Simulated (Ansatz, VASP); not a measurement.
TiO2: VASP beside Ansatz

```
Ti O
1.0
     0.00000    2.39683    2.39683
     2.35440    0.00000    2.39683
     2.35440    2.39683    0.00000
Ti O
1 2
Cartesian
  0.0000 0.0000 0.0000
  1.1772 1.1984 1.1984
  3.5316 3.5952 3.5952
```

Change from the starting cell: uniaxial_x strain -1.8%.

Alike in both runs: task single point; functional r2SCAN; k mesh 10 × 10 × 10; no spin polarisation.

```csv
,VASP,Ansatz
version,VASP 6.6.1,Ansatz 0.2.0
potentials or method,"VASP PAW PBE potentials, release 64 (Ti_sv, O)","plane waves, PAW"
plane-wave cutoff (eV),520,500
occupations,"gaussian, width 0.01 eV",fixed
valence electrons in the cell,24,24
```

```tsv
	VASP	Ansatz	Ansatz less VASP
gap on the k mesh at the Fermi level (eV)	1.37	1.33	-0.038
pressure (GPa)	6.8	5.2	-1.65
traceless stress, the component that is largest in VASP (GPa)	7.08	7.11	+0.032
```

VASP's potentials were made for PBE, not for r2SCAN.
